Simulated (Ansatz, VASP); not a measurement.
## CdTe: VASP beside Ansatz

INCAR

```
PREC = Accurate
ENCUT = 520
EDIFF = 1E-6
ISMEAR = -1
SIGMA = 0.02
LREAL = False
LASPH = True
NELM = 60
ALGO = Normal
ISIF = 2
LWAVE = False
LCHARG = True
LDIPOL = True
IDIPOL = 3
DIPOL = 0.5 0.5 0.500
LELF = True
LVHAR = True
LVACPOTAV = True
NBANDS = 36
```

The input KPOINTS:

```
regular mesh
0
Gamma
  7 5 1
```

Contents of POSCAR:

```
CdTe
1.0
    4.5307043190      0.0000000000      0.0000000000
    0.0000000000      6.4073834950      0.0000000000
    0.0000000000      0.0000000000     15.9058000000
Cd Te
3 3
Direct
    0.2500000000      0.0832999891      0.3899170928
    0.7500000000      0.6718274177      0.5000003301
    0.2500000000      0.0833118585      0.6100808301
    0.7500000000      0.8747078984      0.3457870941
    0.2500000000      0.4121348113      0.4999971253
    0.7500000000      0.8747180249      0.6542129059
```

Input for Ansatz:

```yaml
crystal:
  lattice:
    - [4.530704319, 0.0, 0.0]
    - [0.0, 6.407383495, 0.0]
    - [0.0, 0.0, 15.9058]
  atoms:
    - { symbol: Cd, position: [0.25, 0.0832999891, 0.3899170928] }
    - { symbol: Te, position: [0.75, 0.8747078984, 0.3457870941] }
    - { symbol: Cd, position: [0.75, 0.6718274177, 0.5000003301] }
    - { symbol: Te, position: [0.25, 0.4121348113, 0.4999971253] }
    - { symbol: Cd, position: [0.25, 0.0833118585, 0.6100808301] }
    - { symbol: Te, position: [0.75, 0.8747180249, 0.6542129059] }
kpoints:
  mp_grid: { grid: [7, 5, 1] }
scf:
  occupations: { method: fermi_dirac, width: 0.02 }
hamiltonian:
  xc: lda
  pseudopotentials: { kind: all_electron, lapw: { basis_error: 0.001 } }
output:
  forces: true
  stress: true
  eigenvalues: true
efield:
  axis: 3
  amplitude: 0
  dipole_correction: true
```

Alike in both runs: task single point; functional LDA; k mesh 7 × 5 × 1; occupations fermi-dirac, width 0.02 eV; no spin polarisation.

```csv
,VASP,Ansatz
version,VASP 6.6.1,Ansatz 0.2.0
potentials or method,"VASP PAW LDA potentials, release 64 (Cd, Te), cutoff 520 eV","all-electron LAPW, scalar-relativistic"
```

```csv
,VASP,Ansatz,Ansatz less VASP
gap on the k mesh at the Fermi level (eV),1.47,1.45,-0.015
rms of the force components (eV/Å),0.024,0.004,-0.0195
```

LDA's correlation is that of Perdew and Zunger in VASP and of Perdew and Wang (1992) in Ansatz. Ansatz ran all-electron here, and VASP with PAW potentials. Ansatz's warnings: vacuum density over bound.

Neither program's run includes spin-orbit coupling.
